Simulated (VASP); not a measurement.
The system is LiH.

```
Li H
1.0
     0.00000    2.04269    2.04269
     2.04269    0.00000    2.04269
     2.04269    2.04269    0.00000
Li H
1 1
Direct
  0.00000 0.00000 0.00000
  0.50000 0.50000 0.50000
```

This cell differs from its parent crystal: volume changed by +6%.

Base run:

| Quantity | Value |
| --- | --- |
| Program | VASP 6.6.1 |
| Functional | r2SCAN |
| Potentials or basis | VASP PAW PBE potentials, release 64 (Li_sv, H) |
| Cutoff | 830 eV |
| k mesh | 10 × 10 × 10 |
| Occupations | gaussian, width 0.01 eV |
| Spin | no spin polarisation |

Its results: band gap on the k mesh 3.61 eV, direct; pressure -2.1 GPa.

Problem. The run is repeated on the same cell with these changes: functional from r2SCAN to PBE; cutoff from 830 eV to 750 eV. What comes out?

Solution. Band gap on the k mesh 3.02 eV, direct; pressure -2.1 GPa.

r2SCAN gives the wider gap, since meta-GGAs in the generalised Kohn-Sham scheme recover part of the derivative discontinuity.

Caveats: the PAW data sets were made with another functional, which shifts forces and pressure a little (some runs).

A k mesh can miss the band edges.
